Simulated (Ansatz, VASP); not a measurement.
Pb: VASP beside Ansatz

File INCAR:

```
SYSTEM = Pb
ALGO     = Fast           ! electronic algorithm
EDIFF    = 1E-6           ! SCF threshold, eV
ENCUT    = 520            ! plane-wave cutoff, eV
ISIF     = 2              ! what is computed and relaxed
ISMEAR   = 0              ! smearing method
LASPH    = .TRUE.         ! aspherical terms in the spheres
LCHARG   = .FALSE.        ! write CHGCAR
LREAL    = .FALSE.        ! projectors in reciprocal space
LWAVE    = .FALSE.        ! write WAVECAR
NBANDS   = 13             ! bands
NELM     = 80             ! most SCF steps
PREC     = Accurate       ! precision mode
SIGMA    = 0.15           ! smearing width, eV
```

KPOINTS

```
k-points
0
G
  18 18 18
  0 0 0
```

The input POSCAR:

```
Pb
1.0
   -2.0786425450      2.0786425450      1.9796595667
    2.0786425450     -2.0786425450      1.9796595667
    2.0786425450      2.0786425450     -1.9796595667
Pb
1
Direct
    0.0000000000      0.0000000000      0.0000000000
```

Input for Ansatz:

```yaml
crystal:
  lattice:
    - [-2.078642545, 2.078642545, 1.9796595667]
    - [2.078642545, -2.078642545, 1.9796595667]
    - [2.078642545, 2.078642545, -1.9796595667]
  atoms:
    - { symbol: Pb, position: [0.0, 0.0, 0.0] }
basis:
  ecutwfc: 420
kpoints:
  mp_grid: { grid: [18, 18, 18] }
hamiltonian:
  xc: lda
scf:
  occupations: { method: gaussian, width: 0.15 }
output:
  forces: true
  stress: true
  eigenvalues: true
```

Change from the starting cell: strain +0.050 along x and y, +0.000 along z, atoms carried along.

Alike in both runs: task single point; functional LDA; k mesh 18 × 18 × 18; occupations gaussian, width 0.15 eV; no spin polarisation.

|  | VASP | Ansatz |
| --- | --- | --- |
| version | VASP 6.6.1 | Ansatz 0.2.0 |
| potentials or method | VASP PAW LDA potentials, release 64 (Pb_d), cutoff 520 eV | scalar-relativistic, plane waves, PAW |
| valence electrons in the cell | 14 | 14 |

Ansatz gave:

* gap on the k mesh at the Fermi level (eV): none
* pressure (GPa): -5.8
* traceless stress, the component that is largest in VASP (GPa): -0.59

What did VASP give for the same quantities?

gap on the k mesh at the Fermi level (eV): none; pressure (GPa): -5.7; traceless stress, the component that is largest in VASP (GPa): -0.58.

LDA's correlation is that of Perdew and Zunger in VASP and of Perdew and Wang (1992) in Ansatz. A gap of «none» marks a metal or a gap that the smearing closes.

Spin-orbit coupling is off throughout.
